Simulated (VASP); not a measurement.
**Y: relaxation of cell and atoms with PBEsol**

Crystal: Y.

```xyz
1
Lattice="-1.8222 1.8222 1.8222 1.8222 -1.8222 1.8222 1.8222 1.8222 -1.8222" Properties=species:S:1:pos:R:3 pbc="T T T"
Y     0.0000    0.0000    0.0000
```

* Program: VASP 6.6.1
* Task: relaxation of cell and atoms
* Functional: PBEsol
* Potentials or basis: VASP PAW PBE potentials, release 64 (Y_sv)
* Cutoff: 600 eV
* k mesh: 15 × 15 × 15
* Occupations: fermi-dirac, width 0.05 eV
* Spin: no spin polarisation
* Target pressure: 15 GPa
* Dipole correction: no
* Further INCAR settings: ALGO = Normal; EDIFF = 1e-06; IBRION = 2; EDIFFG = -0.005; NSW = 60; ISIF = 3

| Quantity | Value |
| --- | --- |
| Relaxed volume | 24.27 Å³/atom |
| Relaxed cell | a = 3.159 Å, b = 3.159 Å, c = 3.159 Å, α = 109.47°, β = 109.47°, γ = 109.47° |
| Space group after relaxing (to 0.05 Å) | Im-3m (No. 229) |
| Energy change on relaxing (the enthalpy is what falls) | -6.3 meV/atom |
| Ionic steps | 3 |
| Pressure after relaxing | 15.0 GPa |

The path:
```
step  energy change (eV)  largest force (eV/Å)  pressure (GPa)  volume (Å³)
   1              0.0000                0.0000           15.16        24.20
   2             -0.0080                0.0000           14.92        24.29
   3             -0.0063                0.0000           14.99        24.27
```

Final structure:
```xyz
1
Lattice="-1.8239 1.8239 1.8239 1.8239 -1.8239 1.8239 1.8239 1.8239 -1.8239" Properties=species:S:1:pos:R:3 pbc="T T T"
Y     0.0000    0.0000    0.0000
```

Levels at points of the mesh, in eV from the Fermi level:
```csv
k point,band 4,band 5,band 6,band 7,band 8,band 9
"(0.00, 0.00, 0.00)",-21.42,-5.12,2.00,2.00,2.00,4.64
```

It took 31 s on 1 thread of Intel(R) Xeon(R) 6975P-C (Granite Rapids), on a shared host, peak memory 0.21 GiB.

Caveat: the cell is relaxed towards a set pressure, so the enthalpy falls and the energy may rise; the PAW data sets were made with another functional, which shifts forces and pressure a little.
